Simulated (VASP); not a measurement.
Wanted: the native input for a VASP 6.6.1 run.

```yaml
Task: single point
Functional: PBE
Potentials_or_basis: VASP PAW PBE potentials, release 64 (Bi_d, Te)
Cutoff: 520 eV
k_mesh: 14 × 14 × 14
Occupations: gaussian, width 0.15 eV
Spin: no spin polarisation
Dipole_correction: no
Further_INCAR_settings: ALGO = Normal; EDIFF = 1e-06; NBANDS = 18
```

The structure of BiTe lies in POSCAR:

```
BiTe
1.0
    0.0000000000      3.1379500000      3.3320500000
    3.1379500000      0.0000000000      3.3320500000
    3.1379500000      3.1379500000      0.0000000000
Bi Te
1 1
Direct
    0.0000000000      0.0000000000      0.0000000000
    0.5000000000      0.5000000000      0.5000000000
```

This cell differs from its parent crystal: strain -0.030 along x and y, +0.030 along z.

These files were run (other wordings do the same):

INCAR

```
ALGO     = Normal         # electronic algorithm
EDIFF    = 1E-6           # SCF threshold, eV
ENCUT    = 520            # plane-wave cutoff, eV
GGA      = PE             # functional
ISIF     = 2              # what is computed and relaxed
ISMEAR   = 0              # smearing method
LASPH    = T              # aspherical terms in the spheres
LCHARG   = F              # write CHGCAR
LREAL    = F              # projectors in reciprocal space
LWAVE    = F              # write WAVECAR
NBANDS   = 18             # bands
NELM     = 100            # most SCF steps
PREC     = Accurate       # precision mode
SIGMA    = 0.15           # smearing width, eV
```

KPOINTS

```
k-points
0
Gamma
  14 14 14
```

Potentials or basis: VASP PAW PBE potentials, release 64 (Bi_d, Te).

Run with:

```console
$ cat potpaw_PBE.64/Bi_d/POTCAR potpaw_PBE.64/Te/POTCAR > POTCAR
$ mpirun -np 1 vasp_std > vasp.out
```

Results of the run:

```
Pressure               : 2.8 GPa
Band gap on the k mesh : zero (an odd number of electrons rules out a gap without spin polarisation)
```

Caveat: the cell differs from its parent crystal (strain -0.030 along x and y, +0.030 along z); spin-orbit coupling is left out, which moves the levels of the heavy elements.

Wall time 2.6 min on 1 thread of Intel(R) Xeon(R) Platinum 8124M CPU @ 3.00GHz (Skylake/Cascade Lake), with other jobs on the host, peak memory 0.42 GiB.
